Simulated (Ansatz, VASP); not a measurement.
TiMoSe4: VASP beside Ansatz

```xyz
6
Lattice="5.5166 0.0000 0.0000 0.0000 5.5166 0.0000 0.0000 0.0000 5.5166" Properties=species:S:1:pos:R:3 pbc="T T T"
Ti    2.7583    2.7583    2.7583
Mo    0.0000    0.0000    0.0000
Se    1.3607    1.3607    4.1559
Se    1.3607    4.1559    1.3607
Se    4.1559    1.3607    1.3607
Se    4.1559    4.1559    4.1559
```

Change from the starting cell: species swapped into the H4BrN type (P-43m, No. 215).

Alike in both runs: functional PBE; k mesh 3 × 3 × 3; occupations gaussian, width 0.15 eV; collinear spin.

Ansatz relaxed the structure, and its values are those at the end. VASP's run is a single point on that final structure, the one shown.

|  | VASP | Ansatz |
| --- | --- | --- |
| version | VASP 6.6.1 | Ansatz 0.2.0 |
| potentials or method | VASP PAW PBE potentials, release 64 (Ti_sv, Mo_sv, Se), cutoff 520 eV | scalar-relativistic, plane waves, PAW |
| valence electrons in the cell | 50 | 90 |

```tsv
	VASP	Ansatz	Ansatz less VASP
gap on the k mesh at the Fermi level (eV)	none	none	-
pressure (GPa)	-0.5	-0.6	-0.10
rms of the force components (eV/Å)	0.016	0.016	-0.0001
net moment per atom (μB)	0.19	0.19	0.000
size of the moment on the site where the two differ most (μB)	0.48	0.37	-0.108
```

Site moments also hang on the region over which each program counts them. A gap of «none» marks a metal or a gap that the smearing closes. VASP's potentials hold 50 valence electrons a cell and Ansatz's 90, so a difference there can come from the potentials and not from the codes.

The k mesh is coarse, so the values compare programs but aren't converged.
